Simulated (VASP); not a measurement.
Input of a VASP 6.6.1 run:

The input INCAR:

```
SYSTEM = Mg2PCl
PREC = Accurate
ENCUT = 520
EDIFF = 1E-6
ISMEAR = 0
SIGMA = 0.01
LREAL = .FALSE.
LASPH = .TRUE.
NELM = 100
ALGO = Normal
ISIF = 2
LWAVE = .FALSE.
LCHARG = .FALSE.
GGA = PS
NBANDS = 16
```

Contents of KPOINTS:

```
regular mesh
0
G
  9 9 9
  0 0 0
```

File POSCAR:

```
Mg2PCl
1.0
    1.9304504000      1.1145460581      6.1695740534
   -1.9304504000      1.1145460581      6.1695740534
    0.0000000000     -2.2290921161      6.1695740534
Mg P Cl
2 1 1
Direct
    0.2319810337      0.2319810337      0.2319810337
    0.7680189663      0.7680189663      0.7680189663
    0.5000000000      0.5000000000      0.5000000000
    0.0000000000      0.0000000000      0.0000000000
```

Potentials or basis: VASP PAW PBE potentials, release 64 (Mg, P, Cl).

Command:

```console
$ cat potpaw_PBE.64/Mg/POTCAR potpaw_PBE.64/P/POTCAR potpaw_PBE.64/Cl/POTCAR > POTCAR
$ mpirun -np 1 vasp_std > vasp.out
```

Task: Predict the band gap on the k mesh.

Result: 0.99 eV, direct.

Task: What does it give for the largest force?

Result: 0.020 eV/Å.

Task: What does it give for the pressure?

Result: -0.1 GPa.

Forces in eV/Å, atoms in the order of the input:
```
Mg   0.000  0.000 -0.020
Mg   0.000  0.000  0.020
P    0.000  0.000  0.000
Cl   0.000  0.000  0.000
```

Caveat: the PAW data sets were made with another functional, which shifts forces and pressure a little. A k mesh can miss the band edges.
